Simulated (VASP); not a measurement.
Set up this calculation in VASP 6.6.1, as the native input.

| Property | Result |
| --- | --- |
| Task | relaxation of the atoms |
| Functional | PBE |
| Potentials or basis | VASP PAW PBE potentials, release 64 (Si, B) |
| Cutoff | 520 eV |
| k mesh | 2 × 2 × 2 |
| Occupations | gaussian, width 0.02 eV |
| Spin | collinear spin |
| Starting moments | [0.0, 0.0, 0.0, 0.0, 0.0, 0.0, 0.0, 0.0, 0.0, 0.0, 0.0, 0.0, 0.0, 0.0, 0.0, 0.0, 1.0] μB |
| Dipole correction | no |
| Further INCAR settings | LREAL = Auto; ALGO = Normal; EDIFF = 1e-06; IBRION = 2; EDIFFG = -0.03; NSW = 80 |

The structure of Si16B (a cell with a defect) lies in POSCAR:

```
Si16B
1.0
    0.0000000000      5.4300000000      5.4300000000
    5.4300000000      0.0000000000      5.4300000000
    5.4300000000      5.4300000000      0.0000000000
Si B
16 1
Direct
    0.0000000000      0.0000000000      0.0000000000
    0.1250000000      0.1250000000      0.1250000000
    0.0000000000      0.0000000000      0.5000000000
    0.1250000000      0.1250000000      0.6250000000
    0.0000000000      0.5000000000      0.0000000000
    0.1250000000      0.6250000000      0.1250000000
    0.0000000000      0.5000000000      0.5000000000
    0.1250000000      0.6250000000      0.6250000000
    0.5000000000      0.0000000000      0.0000000000
    0.6250000000      0.1250000000      0.1250000000
    0.5000000000      0.0000000000      0.5000000000
    0.6250000000      0.1250000000      0.6250000000
    0.5000000000      0.5000000000      0.0000000000
    0.6250000000      0.6250000000      0.1250000000
    0.5000000000      0.5000000000      0.5000000000
    0.6250000000      0.6250000000      0.6250000000
    0.7339461000      0.7539574000      0.2480690000
```

The input as run:

INCAR

```
SYSTEM = Si16B
ALGO = Normal
EDIFF = 1E-6
EDIFFG = -0.03
ENCUT = 520
GGA = PE
IBRION = 2
ISIF = 2
ISMEAR = 0
ISPIN = 2
KPAR = 2
LASPH = .True.
LCHARG = .False.
LORBIT = 11
LREAL = Auto
LWAVE = .False.
MAGMOM = 0 0 0 0 0 0 0 0 0 0 0 0 0 0 0 0 1
NELM = 150
NSW = 80
PREC = Accurate
SIGMA = 0.02
```

KPOINTS

```
k-points
0
Gamma
  2 2 2
  0 0 0
```

Potentials or basis: VASP PAW PBE potentials, release 64 (Si, B).

Run with:

```console
$ cat potpaw_PBE.64/Si/POTCAR potpaw_PBE.64/B/POTCAR > POTCAR
$ mpirun -np 4 vasp_std > vasp.out
```

Results of the run:

| Item | Value |
| --- | --- |
| Energy gained by relaxing | 4.7 meV/atom |
| Ionic steps | 12 |
| Pressure after relaxing | 3.1 GPa |
| Largest force after relaxing | 0.016 eV/Å |
| Net moment | 0.00 μB per cell |
| Valence electrons inside the program's atomic spheres | Si 1.69, 1.70, 1.68, 1.67 (each value once); B 1.59 |

Caveat: the k points lie up to 0.50 Å⁻¹ apart.

Run time: 13 min on 4 MPI ranks on Intel(R) Xeon(R) Platinum 8488C (Sapphire Rapids), with other jobs on the host, peak memory 0.46 GiB a rank.
